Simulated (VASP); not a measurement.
Wanted: the native input for a VASP 6.6.1 run.

| Quantity | Value |
| --- | --- |
| Task | single point |
| Functional | PBE |
| Potentials or basis | VASP PAW PBE potentials, release 64 (Zn, S) |
| Cutoff | 500 eV |
| k mesh | 18 × 18 × 18 |
| Occupations | tetrahedron |
| Spin | no spin polarisation |
| Dipole correction | no |
| Further INCAR settings | ALGO = Normal; EDIFF = 1e-06; NBANDS = 16 |

The structure of ZnS lies in POSCAR:

```
ZnS
1.0
    3.5498483067      0.0000000000      0.0000000000
   -1.7749241534      3.0742588132      0.0000000000
    0.0000000000      0.0000000000      3.1819482873
Zn S
1 1
Direct
    0.6666666667      0.3333333333      0.0000000000
    0.0000000000      0.0000000000      0.5000000000
```

The input as run:

INCAR

```
SYSTEM = ZnS
PREC = Accurate ; ENCUT = 500
EDIFF = 1E-6 ; ISMEAR = -4
SIGMA = 0.1 ; LREAL = .False.
LASPH = .True. ; NELM = 120
ALGO = Normal ; ISIF = 2
LWAVE = .False. ; LCHARG = .False.
GGA = PE ; NBANDS = 16
GGA_COMPAT = .False.
```

KPOINTS

```
regular mesh
0
Gamma
  18 18 18
  0 0 0
```

Potentials or basis: VASP PAW PBE potentials, release 64 (Zn, S).

Run with:

```bash
$ cat potpaw_PBE.64/Zn/POTCAR potpaw_PBE.64/S/POTCAR > POTCAR
$ mpirun -np 1 vasp_std > vasp.out
```

Results of the run:

* Pressure: 0.2 GPa
* Band gap on the k mesh: zero (band 9 reaches 4.29 eV, above the bottom of band 10 at 3.18 eV)

Wall time 2.1 min on 1 thread of Intel Xeon 6975P-C, on a shared host, peak memory 0.32 GiB.
